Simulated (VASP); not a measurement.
# InSb (sol) (F-43m) in VASP: further runs

Runs on InSb (sol). Level: PBEsol. Tasks: single point, relaxation of cell and atoms.

All numbers are computed with VASP 6.6.1; they aren't measurements. Logs are shortened: lines on timing, memory, paths and dates and some standing lists are left out, and cuts for length are marked.

**1. The cell of the first run**

It takes space group F-43m (No. 216, cubic). Conventional cell: a = 6.633 Å, b = 6.633 Å, c = 6.633 Å, α = 90.00°, β = 90.00°, γ = 90.00°. In (site symmetry -43m) has 4 Sb at 2.87 Å within 3.8 Å. Within 3.8 Å of Sb (site symmetry -43m) lie 4 In at 2.87 Å.

**2. Single point, PBEsol**

INCAR reads:

```
ALGO = Normal
EDIFF = 1E-7
ENCUT = 520
GGA = PS
ISIF = 2
ISMEAR = 0
LASPH = True
LCHARG = False
LREAL = False
LWAVE = False
NBANDS = 16
NELM = 80
PREC = Accurate
SIGMA = 0.1
```

KPOINTS reads:

```
k-points
0
Gamma
  6 6 6
```

POSCAR reads:

```
InSb
1.0
    0.0000000000      3.3166107100      3.3166107100
    3.3166107100      0.0000000000      3.3166107100
    3.3166107100      3.3166107100      0.0000000000
In Sb
1 1
Direct
    0.0000000000      0.0000000000      0.0000000000
    0.7500000000      0.7500000000      0.7500000000
```

Potentials or basis: VASP PAW PBE potentials, release 64 (In_d, Sb).

Started as:

```bash
> cat potpaw_PBE.64/In_d/POTCAR potpaw_PBE.64/Sb/POTCAR > POTCAR
> mpirun -np 1 vasp_std > vasp.out
```

OUTCAR:

```text
EDIFF = 1E-7
   ENCUT = 520
   GGA = PS
   ISIF = 2
   ISMEAR = 0
   LASPH = True
   LREAL = False
   NELM = 80
   PREC = Accurate

 ion  position               nearest neighbor table
   1  0.000  0.000  0.000-   2 2.87   2 2.87   2 2.87   2 2.87
   2  0.750  0.750  0.750-   1 2.87   1 2.87   1 2.87   1 2.87

  LATTYP: Found a face centered cubic cell.
 ALAT       =     6.6332214200

  Lattice vectors:

 A1 = (   0.0000000000,   3.3166107100,   3.3166107100)
 A2 = (   3.3166107100,   0.0000000000,   3.3166107100)
 A3 = (   3.3166107100,   3.3166107100,   0.0000000000)

Analysis of symmetry for initial positions (statically):
=====================================================================
 Subroutine PRICEL returns:
 Original cell was already a primitive cell.

 Routine SETGRP: Setting up the symmetry group for a
 face centered cubic supercell.

 Subroutine GETGRP returns: Found 24 space group operations
 (whereof 24 operations were pure point group operations)
 out of a pool of 48 trial point group operations.

The static configuration has the point symmetry T_d .

Analysis of symmetry for dynamics (positions and initial velocities):
=====================================================================
 Subroutine PRICEL returns:
 Original cell was already a primitive cell.

 Routine SETGRP: Setting up the symmetry group for a
 face centered cubic supercell.

 Subroutine GETGRP returns: Found 24 space group operations
 (whereof 24 operations were pure point group operations)
 out of a pool of 48 trial point group operations.

The dynamic configuration has the point symmetry T_d .

 Subroutine INISYM returns: Found 24 space group operations
 (whereof 24 operations are pure point group operations),
 and found     1 'primitive' translations

----------------------------------------------------------------------------------------

                                     Primitive cell

  volume of cell :      72.9648

  direct lattice vectors                    reciprocal lattice vectors
     0.000000000  3.316610710  3.316610710    -0.150756312  0.150756312  0.150756312
     3.316610710  0.000000000  3.316610710     0.150756312 -0.150756312  0.150756312
     3.316610710  3.316610710  0.000000000     0.150756312  0.150756312 -0.150756312

  length of vectors
     4.690395847  4.690395847  4.690395847     0.261117592  0.261117592  0.261117592

  position of ions in fractional coordinates (direct lattice)
     0.000000000  0.000000000  0.000000000
     0.750000000  0.750000000  0.750000000

  ion indices of the primitive-cell ions
   primitive index   ion index
                 1           1
                 2           2

----------------------------------------------------------------------------------------

 KPOINTS: k-points

Automatic generation of k-mesh.
 Grid dimensions read from file:
 generate k-points for:    6    6    6

 Generating k-lattice:

  Cartesian coordinates                     Fractional coordinates (reciprocal lattice)
    -0.025126052  0.025126052  0.025126052     0.166666667  0.000000000  0.000000000
     0.025126052 -0.025126052  0.025126052     0.000000000  0.166666667  0.000000000
     0.025126052  0.025126052 -0.025126052     0.000000000  0.000000000  0.166666667

  Length of vectors
     0.043519599  0.043519599  0.043519599

  Shift w.r.t. Gamma in fractional coordinates (k-lattice)
     0.000000000  0.000000000  0.000000000

 Subroutine IBZKPT returns following result:
 ===========================================

 Found     16 irreducible k-points:

 Following reciprocal coordinates:
            Coordinates               Weight
  0.000000  0.000000  0.000000      1.000000
  0.166667  0.000000  0.000000      8.000000
  0.333333  0.000000  0.000000      8.000000
  0.500000  0.000000  0.000000      4.000000
  0.166667  0.166667  0.000000      6.000000
  0.333333  0.166667  0.000000     24.000000
[... 8 lines left out ...]
 -0.333333  0.333333  0.166667     24.000000
 -0.333333  0.500000  0.166667     12.000000
   k-points           NKPTS =     16   k-points in BZ     NKDIM =     16   number of bands    NBANDS=     16
   number of dos      NEDOS =    301   number of ions     NIONS =      2
   total plane-waves  NPLWV =  46656
   dimension x,y,z NGX =    36 NGY =   36 NGZ =   36
   dimension x,y,z NGXF=    72 NGYF=   72 NGZF=   72
   ions per type =               1   1
   NGX,Y,Z   is equivalent  to a cutoff of  12.76, 12.76, 12.76 a.u.
   NGXF,Y,Z  is equivalent  to a cutoff of  25.52, 25.52, 25.52 a.u.
 SYSTEM =  unknown system
   PREC   = accura    normal or accurate (medium, high low for compatibility)
   ISTART =      0    job   : 0-new  1-cont  2-samecut
   ICHARG =      2    charge: 1-file 2-atom 10-const
   ISPIN  =      1    spin polarized calculation?
   LNONCOLLINEAR =      F non collinear calculations
   LSORBIT =      F    spin-orbit coupling
   LASPH  =      T    aspherical Exc in radial PAW
   ENCUT  =  520.0 eV  38.22 Ry    6.18 a.u.   8.72  8.72  8.72*2*pi/ulx,y,z
   NELM   =     80;   NELMIN=  2; NELMDL= -5     # of ELM steps
   EDIFF  = 0.1E-06   stopping-criterion for ELM
   LREAL  =      F    real-space projection
   EDIFFG = 0.1E-05   stopping-criterion for IOM
   NSW    =      0    number of steps for IOM
   IBRION =     -1    ionic relax: 0-MD 1-quasi-New 2-CG
   NFREE  =      0    steps in history (QN), initial steepest desc. (CG)
   ISIF   =      2    stress and relaxation
   ISYM   =      2    0-nonsym 1-usesym 2-fastsym
   POTIM  = 0.5000    time-step for ionic-motion
   TEBEG  =    0.0;   TEEND  =   0.0 temperature during run
   PSTRESS=    0.0 pullay stress
   NELECT =      18.0000    total number of electrons
   NUPDOWN=      -1.0000    fix difference up-down
   EMIN   =  10.00;   EMAX   =-10.00  energy-range for DOS
   EFERMI =   0.00;   METHOD = LEGACY
   ISMEAR =     0;   SIGMA  =   0.10  broadening in eV -4-tet -1-fermi 0-gaus
   EFERMI_NEDOS =   21; number of points for ismear=-14 and -15
   IALGO  =     38    algorithm
   IMIX   =      4    mixing-type and parameters
     AMIX     =   0.40;   BMIX     =  1.00
     AMIX_MAG =   1.60;   BMIX_MAG =  1.00
  volume/ion in A,a.u.               =      36.48       246.20
  Fermi-wavevector in a.u.,A,eV,Ry     =   1.026742  1.940260 14.343239  1.054198
  Thomas-Fermi vector in A             =   2.160650
   LORBIT       =      0    0 simple, 1 ext, 2 COOP (PROOUT), +10 PAW based schemes
   GGA     = PS    functional components
   LHFCALC =     F    Hartree Fock is set to
   AEXX    =    0.0000 exact exchange contribution
   IVDW    =     0    specifies the selected vdW correction
   LEPSILON=     F    determine dielectric tensor
   LRPA    =     F    only Hartree local field effects (RPA)
 non-spin polarized calculation
 Gauss-broadening in eV      SIGMA  =   0.10
  energy-cutoff  :      520.00
  volume of cell :       72.96
 maximum number of plane-waves:      1989
   NGX = 17   NGY = 17   NGZ = 17

 number of electron      18.0000008 magnetization

 Free energy of the ion-electron system (eV)
  ---------------------------------------------------
  ext. energy  EPLUGINS =         0.00000000
  ---------------------------------------------------
  free energy    TOTEN  =        -7.65626800 eV

  energy without entropy =       -7.65555372  energy(sigma->0) =       -7.65591086

 E-fermi :   4.2853     XC(G=0):  -8.5667

 val. band max:        4.2548117389   @ k =   0.0000   0.0000   0.0000
 cond. band min:       4.6068623902   @ k =   0.5000   0.0000   0.0000
 fundamental gap:      0.3520506514
 Fermi energy:         4.2852695741

 k-point     1 :       0.0000    0.0000    0.0000
  band No.  band energies     occupation
      1     -10.1570      2.00000
      2     -10.1570      2.00000
      3     -10.1570      2.00000
      4     -10.0891      2.00000
      5     -10.0891      2.00000
      6      -6.0667      2.00000
[... 8 lines left out ...]
     15      12.3897      0.00000
     16      12.3897      0.00000

 k-point     2 :       0.1667    0.0000    0.0000
  band No.  band energies     occupation
      1     -10.1662      2.00000
      2     -10.1528      2.00000
      3     -10.1528      2.00000
      4     -10.0892      2.00000
      5     -10.0892      2.00000
      6      -5.8424      2.00000
[... 8 lines left out ...]
     15      11.4773      0.00000
     16      11.4773      0.00000

 k-point     3 :       0.3333    0.0000    0.0000
  band No.  band energies     occupation
      1     -10.1843      2.00000
      2     -10.1454      2.00000
      3     -10.1454      2.00000
      4     -10.0886      2.00000
      5     -10.0886      2.00000
      6      -5.2699      2.00000
[... 8 lines left out ...]
     15      11.8462      0.00000
     16      11.8462      0.00000

 k-point     4 :       0.5000    0.0000    0.0000
  band No.  band energies     occupation
      1     -10.1932      2.00000
      2     -10.1423      2.00000
      3     -10.1423      2.00000
      4     -10.0876      2.00000
      5     -10.0876      2.00000
      6      -4.8634      2.00000
[... 8 lines left out ...]
     15      13.2029      0.00000
     16      13.2029      0.00000
[... 172 lines left out ...]
 k-point    14 :       0.5000    0.3333    0.1667
  band No.  band energies     occupation
      1     -10.2008      2.00000
      2     -10.1373      2.00000
      3     -10.1328      2.00000
      4     -10.0953      2.00000
      5     -10.0858      2.00000
      6      -4.8061      2.00000
[... 8 lines left out ...]
     15      12.7733      0.00000
     16      14.1240      0.00000

 k-point    15 :      -0.3333    0.3333    0.1667
  band No.  band energies     occupation
      1     -10.2050      2.00000
      2     -10.1367      2.00000
      3     -10.1291      2.00000
      4     -10.0941      2.00000
      5     -10.0872      2.00000
      6      -4.4744      2.00000
[... 8 lines left out ...]
     15      13.5429      0.00000
     16      13.9959      0.00000

 k-point    16 :      -0.3333    0.5000    0.1667
  band No.  band energies     occupation
      1     -10.2121      2.00000
      2     -10.1316      2.00000
      3     -10.1243      2.00000
      4     -10.0984      2.00000
      5     -10.0850      2.00000
      6      -4.3134      2.00000
[... 8 lines left out ...]
     15      13.6632      0.00000
     16      14.3987      0.00000

------------------------ aborting loop because EDIFF is reached ----------------------------------------

  FORCE on cell =-STRESS in cart. coord.  units (eV):
  Direction    XX          YY          ZZ          XY          YZ          ZX
  --------------------------------------------------------------------------------------
  -------------------------------------------------------------------------------------
  Total       -0.8656648     -0.8656648     -0.8656648     -0.0000000      0.0000000      0.0000000
  in kB      -19.0084570    -19.0084570    -19.0084570     -0.0000000      0.0000000      0.0000000
  external PRESSURE =     -19.0084570 kB  Pullay stress =       0.0000000 kB

 VOLUME and BASIS-vectors are now :
 -----------------------------------------------------------------------------
  energy-cutoff  :      520.00
  volume of cell :       72.96
      direct lattice vectors                 reciprocal lattice vectors
     0.000000000  3.316610710  3.316610710    -0.150756312  0.150756312  0.150756312
     3.316610710  0.000000000  3.316610710     0.150756312 -0.150756312  0.150756312
     3.316610710  3.316610710  0.000000000     0.150756312  0.150756312 -0.150756312

 POSITION                                       TOTAL-FORCE (eV/Angst)
 -----------------------------------------------------------------------------------
      0.00000      0.00000      0.00000         0.000000     -0.000000      0.000000
      4.97492      4.97492      4.97492        -0.000000      0.000000     -0.000000
 -----------------------------------------------------------------------------------
    total drift:                                0.000000      0.000000      0.000000

  FREE ENERGIE OF THE ION-ELECTRON SYSTEM (eV)
  ---------------------------------------------------
  free  energy   TOTEN  =        -7.6562680028 eV

  energy  without entropy=       -7.6555537177  energy(sigma->0) =       -7.65591086
```

It took 13 s on 1 thread of AMD EPYC 9R45 (Zen 5), shared host; peak memory 0.18 GiB.

Results:

```yaml
Free_energy: -7.6563 eV
Pressure: -1.9 GPa
Band_gap_on_the_k_mesh: zero (filled and empty bands touch)
```

Caveat: the PAW data sets were made with another functional, which shifts forces and pressure a little; spin-orbit coupling is left out, which moves the levels of the heavy elements.

**3. Single point, PBEsol**

This run uses another cell than the first one, of 34.64 Å³/atom, 0.950 times its volume.

INCAR reads:

```
PREC = Accurate ; ENCUT = 520
EDIFF = 1E-6 ; ISMEAR = 0
SIGMA = 0.1 ; LREAL = F
LASPH = T ; NELM = 80
ALGO = Normal ; ISIF = 2
LWAVE = F ; LCHARG = F
GGA = PS ; NBANDS = 16
```

KPOINTS reads:

```
Automatic mesh
0
Gamma
  12 12 12
```

POSCAR reads:

```
InSb
1.0
    0.0000000000      3.2598196328      3.2598196328
    3.2598196328      0.0000000000      3.2598196328
    3.2598196328      3.2598196328      0.0000000000
In Sb
1 1
Direct
    0.0000000000      0.0000000000      0.0000000000
    0.7500000000      0.7500000000      0.7500000000
```

Potentials or basis: VASP PAW PBE potentials, release 64 (In_d, Sb).

Started as:

```bash
> cat potpaw_PBE.64/In_d/POTCAR potpaw_PBE.64/Sb/POTCAR > POTCAR
> mpirun -np 1 vasp_std > vasp.out
```

Run time: 40 s. Hardware: 1 thread of AMD EPYC 9R45 (Zen 5), shared host; peak memory 0.22 GiB.

Results (log left out):

| Item | Value |
| --- | --- |
| Free energy | -7.7008 eV |
| Pressure | 0.0 GPa |
| Band gap on the k mesh | zero (filled and empty bands touch) |

Levels at points of the mesh, in eV from the Fermi level:
| k point | band 5 | band 6 | band 7 | band 8 | band 9 | band 10 | band 11 | band 12 | band 13 | band 14 |
| --- | --- | --- | --- | --- | --- | --- | --- | --- | --- | --- |
| (0.00, 0.00, 0.00) | -14.48 | -10.69 | -0.42 | -0.06 | -0.06 | -0.06 | 2.88 | 2.88 | 2.88 | 5.49 |
| (0.50, 0.00, 0.00) | -14.47 | -9.36 | -5.63 | -1.04 | -1.04 | 0.38 | 3.72 | 3.72 | 5.91 | 8.01 |
| (0.50, 0.50, 0.00) | -14.47 | -8.77 | -5.93 | -2.27 | -2.27 | 1.22 | 1.23 | 7.96 | 7.96 | 8.53 |

Caveat: the PAW data sets were made with another functional, which shifts forces and pressure a little; spin-orbit coupling is left out, which moves the levels of the heavy elements.

(Continued in part 2 of 2.)
